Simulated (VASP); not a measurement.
# AlN (zincblende type) (F-43m) in VASP: further runs

Runs on AlN (zincblende type). Level: PBE. Tasks: single point, relaxation of cell and atoms.

Program: VASP 6.6.1. These are calculated values, not measurements. Logs are shortened: lines on timing, memory, paths and dates and some standing lists are left out, and cuts for length are marked.

### Step 1. The cell of the first run

The structure is cubic, space group F-43m (No. 216). Conventional cell: a = 3.991 Å, b = 3.991 Å, c = 3.991 Å, α = 90.00°, β = 90.00°, γ = 90.00°. Within 2.3 Å of Al (site symmetry -43m) lie 4 N at 1.73 Å. Within 2.3 Å of N (site symmetry -43m) lie 4 Al at 1.73 Å.

### Step 2. Single point, PBE

Contents of INCAR:

```
SYSTEM = AlN
PREC = Accurate ; ENCUT = 520
EDIFF = 1E-6 ; ISMEAR = -1
SIGMA = 0.05 ; LREAL = .False.
LASPH = .True. ; NELM = 100
ALGO = Normal ; ISIF = 2
LWAVE = .False. ; LCHARG = .True.
GGA = PE ; LELF = .True.
LVHAR = .True. ; NBANDS = 11
```

Contents of KPOINTS:

```
Automatic mesh
0
Gamma
  17 17 17
  0 0 0
```

Contents of POSCAR:

```
AlN
1.0
    0.0000000000      1.9953677549      1.9953677549
    1.9953677549      0.0000000000      1.9953677549
    1.9953677549      1.9953677549      0.0000000000
Al N
1 1
Direct
    0.0000000000      0.0000000000      0.0000000000
    0.2500000000      0.2500000000      0.2500000000
```

Potentials or basis: VASP PAW PBE potentials, release 64 (Al, N).

Run with:

```
> cat potpaw_PBE.64/Al/POTCAR potpaw_PBE.64/N/POTCAR > POTCAR
> mpirun -np 1 vasp_std > vasp.out
```

OUTCAR:

```text
SYSTEM = AlN
   PREC = Accurate
   ENCUT = 520
   EDIFF = 1E-6
   ISMEAR = -1
   LREAL = .False.
   LASPH = .True.
   NELM = 100
   ISIF = 2
   GGA = PE

 ion  position               nearest neighbor table
   1  0.000  0.000  0.000-   2 1.73   2 1.73   2 1.73   2 1.73
   2  0.250  0.250  0.250-   1 1.73   1 1.73   1 1.73   1 1.73

  LATTYP: Found a face centered cubic cell.
 ALAT       =     3.9907355098

  Lattice vectors:

 A1 = (   0.0000000000,   1.9953677549,   1.9953677549)
 A2 = (   1.9953677549,   0.0000000000,   1.9953677549)
 A3 = (   1.9953677549,   1.9953677549,   0.0000000000)

Analysis of symmetry for initial positions (statically):
=====================================================================
 Subroutine PRICEL returns:
 Original cell was already a primitive cell.

 Routine SETGRP: Setting up the symmetry group for a
 face centered cubic supercell.

 Subroutine GETGRP returns: Found 24 space group operations
 (whereof 24 operations were pure point group operations)
 out of a pool of 48 trial point group operations.

The static configuration has the point symmetry T_d .

Analysis of symmetry for dynamics (positions and initial velocities):
=====================================================================
 Subroutine PRICEL returns:
 Original cell was already a primitive cell.

 Routine SETGRP: Setting up the symmetry group for a
 face centered cubic supercell.

 Subroutine GETGRP returns: Found 24 space group operations
 (whereof 24 operations were pure point group operations)
 out of a pool of 48 trial point group operations.

The dynamic configuration has the point symmetry T_d .

 Subroutine INISYM returns: Found 24 space group operations
 (whereof 24 operations are pure point group operations),
 and found     1 'primitive' translations

----------------------------------------------------------------------------------------

                                     Primitive cell

  volume of cell :      15.8891

  direct lattice vectors                    reciprocal lattice vectors
     0.000000000  1.995367755  1.995367755    -0.250580375  0.250580375  0.250580375
     1.995367755  0.000000000  1.995367755     0.250580375 -0.250580375  0.250580375
     1.995367755  1.995367755  0.000000000     0.250580375  0.250580375 -0.250580375

  length of vectors
     2.821876141  2.821876141  2.821876141     0.434017941  0.434017941  0.434017941

  position of ions in fractional coordinates (direct lattice)
     0.000000000  0.000000000  0.000000000
     0.250000000  0.250000000  0.250000000

  ion indices of the primitive-cell ions
   primitive index   ion index
                 1           1
                 2           2

----------------------------------------------------------------------------------------

 KPOINTS: Automatic mesh

Automatic generation of k-mesh.
 Grid dimensions read from file:
 generate k-points for:   17   17   17

 Generating k-lattice:

  Cartesian coordinates                     Fractional coordinates (reciprocal lattice)
    -0.014740022  0.014740022  0.014740022     0.058823529  0.000000000  0.000000000
     0.014740022 -0.014740022  0.014740022     0.000000000  0.058823529  0.000000000
     0.014740022  0.014740022 -0.014740022     0.000000000  0.000000000  0.058823529

  Length of vectors
     0.025530467  0.025530467  0.025530467

  Shift w.r.t. Gamma in fractional coordinates (k-lattice)
     0.000000000  0.000000000  0.000000000

 Subroutine IBZKPT returns following result:
 ===========================================

 Found    165 irreducible k-points:

 Following reciprocal coordinates:
            Coordinates               Weight
  0.000000  0.000000  0.000000      1.000000
  0.058824  0.000000  0.000000      8.000000
  0.117647  0.000000  0.000000      8.000000
  0.176471  0.000000  0.000000      8.000000
  0.235294  0.000000  0.000000      8.000000
  0.294118  0.000000  0.000000      8.000000
[... 16 lines left out ...]
 -0.176471  0.058824  0.000000     24.000000
 -0.117647  0.058824  0.000000     24.000000
 [... further k-points ...]
   k-points           NKPTS =    165   k-points in BZ     NKDIM =    165   number of bands    NBANDS=     11
   number of dos      NEDOS =    301   number of ions     NIONS =      2
   total plane-waves  NPLWV =  13824
   dimension x,y,z NGX =    24 NGY =   24 NGZ =   24
   dimension x,y,z NGXF=    48 NGYF=   48 NGZF=   48
   ions per type =               1   1
   NGX,Y,Z   is equivalent  to a cutoff of  14.14, 14.14, 14.14 a.u.
   NGXF,Y,Z  is equivalent  to a cutoff of  28.28, 28.28, 28.28 a.u.
 SYSTEM =  AlN
   PREC   = accura    normal or accurate (medium, high low for compatibility)
   ISTART =      0    job   : 0-new  1-cont  2-samecut
   ICHARG =      2    charge: 1-file 2-atom 10-const
   ISPIN  =      1    spin polarized calculation?
   LNONCOLLINEAR =      F non collinear calculations
   LSORBIT =      F    spin-orbit coupling
   LASPH  =      T    aspherical Exc in radial PAW
   ENCUT  =  520.0 eV  38.22 Ry    6.18 a.u.   5.25  5.25  5.25*2*pi/ulx,y,z
   NELM   =    100;   NELMIN=  2; NELMDL= -5     # of ELM steps
   EDIFF  = 0.1E-05   stopping-criterion for ELM
   LREAL  =      F    real-space projection
   EDIFFG = 0.1E-04   stopping-criterion for IOM
   NSW    =      0    number of steps for IOM
   IBRION =     -1    ionic relax: 0-MD 1-quasi-New 2-CG
   NFREE  =      0    steps in history (QN), initial steepest desc. (CG)
   ISIF   =      2    stress and relaxation
   ISYM   =      2    0-nonsym 1-usesym 2-fastsym
   POTIM  = 0.5000    time-step for ionic-motion
   TEBEG  =    0.0;   TEEND  =   0.0 temperature during run
   PSTRESS=    0.0 pullay stress
   NELECT =       8.0000    total number of electrons
   NUPDOWN=      -1.0000    fix difference up-down
   EMIN   =  10.00;   EMAX   =-10.00  energy-range for DOS
   EFERMI =   0.00;   METHOD = LEGACY
   ISMEAR =    -1;   SIGMA  =   0.05  broadening in eV -4-tet -1-fermi 0-gaus
   EFERMI_NEDOS =   21; number of points for ismear=-14 and -15
   IALGO  =     38    algorithm
   IMIX   =      4    mixing-type and parameters
     AMIX     =   0.40;   BMIX     =  1.00
     AMIX_MAG =   1.60;   BMIX_MAG =  1.00
  volume/ion in A,a.u.               =       7.94        53.61
  Fermi-wavevector in a.u.,A,eV,Ry     =   1.302382  2.461146 23.078204  1.696200
  Thomas-Fermi vector in A             =   2.433454
   LORBIT       =      0    0 simple, 1 ext, 2 COOP (PROOUT), +10 PAW based schemes
   GGA     = PE    functional components
   LHFCALC =     F    Hartree Fock is set to
   AEXX    =    0.0000 exact exchange contribution
   IVDW    =     0    specifies the selected vdW correction
   LEPSILON=     F    determine dielectric tensor
   LRPA    =     F    only Hartree local field effects (RPA)
 non-spin polarized calculation
  energy-cutoff  :      520.00
  volume of cell :       15.89
 maximum number of plane-waves:       444
 NGX is ok and might be reduce to    24
   NGX = 11   NGY = 11   NGZ = 11

 number of electron       7.9999999 magnetization

 Free energy of the ion-electron system (eV)
  ---------------------------------------------------
  ext. energy  EPLUGINS =         0.00000000
  ---------------------------------------------------
  free energy    TOTEN  =       -13.50201111 eV

  energy without entropy =      -13.50201111  energy(sigma->0) =      -13.50201111

 E-fermi :   9.8469     XC(G=0): -12.1748

 val. band max:        8.8419367638   @ k =  -0.0588   0.0588   0.0000
 cond. band min:      12.3041403611   @ k =   0.4706   0.4706   0.0000
 fundamental gap:      3.4622035973
 Fermi energy:         9.8468896139

 k-point     1 :       0.0000    0.0000    0.0000
  band No.  band energies     occupation
      1      -7.8767      2.00000
      2       8.8328      2.00000
      3       8.8328      2.00000
      4       8.8328      2.00000
      5      15.6630      0.00000
      6      24.3283      0.00000
      7      24.3283      0.00000
      8      24.3283      0.00000
      9      28.8201      0.00000
     10      28.8201      0.00000
     11      30.8889      0.00000

 k-point     2 :       0.0588    0.0000    0.0000
  band No.  band energies     occupation
      1      -7.8080      2.00000
      2       8.5222      2.00000
      3       8.8144      2.00000
      4       8.8144      2.00000
      5      15.8914      0.00000
      6      24.1721      0.00000
      7      24.4003      0.00000
      8      24.4003      0.00000
      9      28.0751      0.00000
     10      28.0751      0.00000
     11      30.4641      0.00000

 k-point     3 :       0.1176    0.0000    0.0000
  band No.  band energies     occupation
      1      -7.6044      2.00000
      2       7.7148      2.00000
      3       8.7625      2.00000
      4       8.7625      2.00000
      5      16.4455      0.00000
      6      23.7579      0.00000
      7      24.5028      0.00000
      8      24.5028      0.00000
      9      27.1513      0.00000
     10      27.1513      0.00000
     11      29.8057      0.00000

 k-point     4 :       0.1765    0.0000    0.0000
  band No.  band energies     occupation
      1      -7.2745      2.00000
      2       6.6313      2.00000
      3       8.6862      2.00000
      4       8.6862      2.00000
      5      17.0923      0.00000
      6      23.1980      0.00000
      7      24.2609      0.00000
      8      24.2609      0.00000
      9      26.9383      0.00000
     10      26.9383      0.00000
     11      29.3629      0.00000
[... 239 lines left out ...]
 k-point    22 :      -0.2353    0.0588    0.0000
  band No.  band energies     occupation
      1      -6.6135      2.00000
      2       5.0418      2.00000
      3       8.2397      2.00000
      4       8.6838      2.00000
      5      17.9161      0.00000
      6      22.1430      0.00000
      7      23.2897      0.00000
      8      23.4915      0.00000
      9      26.9758      0.00000
     10      28.8435      0.00000
     11      29.9336      0.00000

 k-point    23 :      -0.1765    0.0588    0.0000
  band No.  band energies     occupation
      1      -7.0817      2.00000
      2       6.2071      2.00000
      3       8.3574      2.00000
      4       8.7700      2.00000
      5      17.3997      0.00000
      6      22.9153      0.00000
      7      23.8694      0.00000
      8      24.0660      0.00000
      9      26.0967      0.00000
     10      28.0673      0.00000
     11      30.0076      0.00000

 k-point    24 :      -0.1176    0.0588    0.0000
  band No.  band energies     occupation
      1      -7.4486      2.00000
      2       7.2867      2.00000
      3       8.4965      2.00000
      4       8.8259      2.00000
      5      16.7924      0.00000
      6      23.5265      0.00000
      7      24.2741      0.00000
      8      24.6262      0.00000
      9      25.8921      0.00000
     10      27.6931      0.00000
     11      30.4915      0.00000

 [... further k-points ...]

------------------------ aborting loop because EDIFF is reached ----------------------------------------

  FORCE on cell =-STRESS in cart. coord.  units (eV):
  Direction    XX          YY          ZZ          XY          YZ          ZX
  --------------------------------------------------------------------------------------
  -------------------------------------------------------------------------------------
  Total        9.9835546      9.9835546      9.9835546     -0.0000000     -0.0000000     -0.0000000
  in kB     1006.6927345   1006.6927345   1006.6927345     -0.0000000     -0.0000000     -0.0000000
  external PRESSURE =    1006.6927345 kB  Pullay stress =       0.0000000 kB

 VOLUME and BASIS-vectors are now :
 -----------------------------------------------------------------------------
  energy-cutoff  :      520.00
  volume of cell :       15.89
      direct lattice vectors                 reciprocal lattice vectors
     0.000000000  1.995367755  1.995367755    -0.250580375  0.250580375  0.250580375
     1.995367755  0.000000000  1.995367755     0.250580375 -0.250580375  0.250580375
     1.995367755  1.995367755  0.000000000     0.250580375  0.250580375 -0.250580375

 POSITION                                       TOTAL-FORCE (eV/Angst)
 -----------------------------------------------------------------------------------
      0.00000      0.00000      0.00000         0.000000      0.000000      0.000000
      0.99768      0.99768      0.99768        -0.000000     -0.000000     -0.000000
 -----------------------------------------------------------------------------------
    total drift:                                0.000000      0.000000      0.000000

  FREE ENERGIE OF THE ION-ELECTRON SYSTEM (eV)
  ---------------------------------------------------
  free  energy   TOTEN  =       -13.5020111091 eV

  energy  without entropy=      -13.5020111090  energy(sigma->0) =      -13.50201111
```

Wall time 17 s (1 thread of AMD EPYC 9R45 (Zen 5), shared host); peak memory 0.12 GiB.

What came out:

```yaml
Free_energy: -13.5020 eV
Pressure: 100.7 GPa
Band_gap_on_the_k_mesh: 3.46 eV (least direct gap 5.49 eV)
```

Caveat: the cell stands under pressure; an odd mesh through Γ misses points on the zone boundary, where band edges can lie.

### Step 3. Single point, PBE

Contents of INCAR:

```
PREC     = Accurate       # precision mode
ENCUT    = 520            # plane-wave cutoff, eV
EDIFF    = 1E-6           # SCF threshold, eV
ISMEAR   = -1             # smearing method
SIGMA    = 0.05           # smearing width, eV
LREAL    = False          # projectors in reciprocal space
LASPH    = True           # aspherical terms in the spheres
NELM     = 100            # most SCF steps
ALGO     = Normal         # electronic algorithm
ISIF     = 2              # what is computed and relaxed
LWAVE    = False          # write WAVECAR
LCHARG   = False          # write CHGCAR
GGA      = PE             # functional
NBANDS   = 11             # bands
```

Contents of KPOINTS:

```
regular mesh
0
Gamma
  17 17 17
```

Contents of POSCAR:

```
AlN
1.0
    0.0000000000      1.9954516218      1.9954516218
    1.9954516218      0.0000000000      1.9954516218
    1.9954516218      1.9954516218      0.0000000000
Al N
1 1
Direct
    0.0000000000      0.0000000000      0.0000000000
    0.2500000000      0.2500000000      0.2500000000
```

Potentials or basis: VASP PAW PBE potentials, release 64 (Al, N).

Run with:

```
> cat potpaw_PBE.64/Al/POTCAR potpaw_PBE.64/N/POTCAR > POTCAR
> mpirun -np 1 vasp_std > vasp.out
```

It took 16 s on 1 thread of AMD EPYC 9R45 (Zen 5), shared host; peak memory 0.12 GiB.

The run converged. Its results:

```yaml
Free_energy: -13.5033 eV
Pressure: 100.6 GPa
Band_gap_on_the_k_mesh: 3.46 eV (least direct gap 5.49 eV)
```

Levels at points of the mesh, in eV from the valence-band top:
| k point | band 1 | band 2 | band 3 | band 4 | band 5 | band 6 | band 7 | band 8 |
| --- | --- | --- | --- | --- | --- | --- | --- | --- |
| (0.00, 0.00, 0.00) | -16.72 | -0.01 | -0.01 | -0.01 | 6.82 | 15.48 | 15.48 | 15.48 |

Caveat: the cell stands under pressure; an odd mesh through Γ misses points on the zone boundary, where band edges can lie.

(Continued in part 2 of 2.)
